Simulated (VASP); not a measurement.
Write the native input for VASP 6.6.1 that does the following.

```
Task                   : single point
Functional             : PBEsol
Potentials or basis    : VASP PAW PBE potentials, release 64 (Sr_sv)
Cutoff                 : 520 eV
k mesh                 : 10 × 10 × 5
Occupations            : fermi-dirac, width 0.08 eV
Spin                   : no spin polarisation
Dipole correction      : no
Further INCAR settings : ALGO = Normal; EDIFF = 1e-07; NBANDS = 17
```

The structure of Sr lies in POSCAR:

```
Sr
1.0
    4.3100002207      0.0000000000      0.0000000000
   -2.1550001104      3.7325696814      0.0000000000
    0.0000000000      0.0000000000      7.0500000000
Sr
2
Direct
    0.3333333333      0.6666666667      0.2500000000
    0.6666666667      0.3333333333      0.7500000000
```

One way to write it, as run:

INCAR

```
SYSTEM = Sr
PREC     = Accurate       ! precision mode
ENCUT    = 520            ! plane-wave cutoff, eV
EDIFF    = 1E-7           ! SCF threshold, eV
ISMEAR   = -1             ! smearing method
SIGMA    = 0.08           ! smearing width, eV
LREAL    = .FALSE.        ! projectors in reciprocal space
LASPH    = .TRUE.         ! aspherical terms in the spheres
NELM     = 80             ! most SCF steps
ALGO     = Normal         ! electronic algorithm
ISIF     = 2              ! what is computed and relaxed
LWAVE    = .FALSE.        ! write WAVECAR
LCHARG   = .FALSE.        ! write CHGCAR
GGA      = PS             ! functional
NBANDS   = 17             ! bands
```

KPOINTS

```
Automatic mesh
0
G
  10 10 5
  0 0 0
```

Potentials or basis: VASP PAW PBE potentials, release 64 (Sr_sv).

The run is started by

```console
$ cat potpaw_PBE.64/Sr_sv/POTCAR > POTCAR
$ mpirun -np 1 vasp_std > vasp.out
```

Results of the run:

```json
{"Pressure": "-0.8 GPa", "Band gap on the k mesh": "zero (band 10 reaches 1.52 eV, above the bottom of band 11 at 1.39 eV)"}
```

Caveat: the PAW data sets were made with another functional, which shifts forces and pressure a little.

It took 120 s on 1 thread of AMD EPYC 7R43 64-Core Processor (Zen 3) (shared host), peak memory 0.21 GiB.
